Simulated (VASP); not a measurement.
A run of VASP 6.6.1:

Contents of INCAR:

```
SYSTEM = CsYbF3
PREC     = Accurate       ! precision mode
ENCUT    = 600            ! plane-wave cutoff, eV
EDIFF    = 1E-7           ! SCF threshold, eV
ISMEAR   = 0              ! smearing method
SIGMA    = 0.05           ! smearing width, eV
LREAL    = .False.        ! projectors in reciprocal space
LASPH    = .True.         ! aspherical terms in the spheres
NELM     = 100            ! most SCF steps
ALGO     = Normal         ! electronic algorithm
ISIF     = 3              ! what is computed and relaxed
LWAVE    = .False.        ! write WAVECAR
LCHARG   = .False.        ! write CHGCAR
GGA      = PS             ! functional
IBRION   = 2              ! ionic algorithm
NSW      = 80             ! ionic steps
EDIFFG   = -0.01          ! ionic threshold
```

Contents of KPOINTS:

```
Automatic mesh
0
Gamma
  5 5 5
  0 0 0
```

POSCAR

```
CsYbF3
1.0
    4.5087880000      0.0000000000      0.0000000000
    0.0000000000      4.5087880000      0.0000000000
    0.0000000000      0.0000000000      4.5087880000
Cs Yb F
1 1 3
Direct
    0.0000000000      0.0000000000      0.0000000000
    0.5000000000      0.5000000000      0.5000000000
    0.0000000000      0.5000000000      0.5000000000
    0.5000000000      0.5000000000      0.0000000000
    0.5000000000      0.0000000000      0.5000000000
```

Potentials or basis: VASP PAW PBE potentials, release 64 (Cs_sv, Yb, F).

Launch:

```console
$ cat potpaw_PBE.64/Cs_sv/POTCAR potpaw_PBE.64/Yb/POTCAR potpaw_PBE.64/F/POTCAR > POTCAR
$ mpirun -np 1 vasp_std > vasp.out
```

Hardware: 1 thread of AMD EPYC 7R43 64-Core Processor (Zen 3), with other jobs on the host.

Question: How long does it take, and how much memory?

Answer: Wall time 6.4 min on 1 thread of AMD EPYC 7R43 64-Core Processor (Zen 3), with other jobs on the host, peak memory 0.18 GiB. Counts: scf iterations 111, k points 10, ion steps 4.
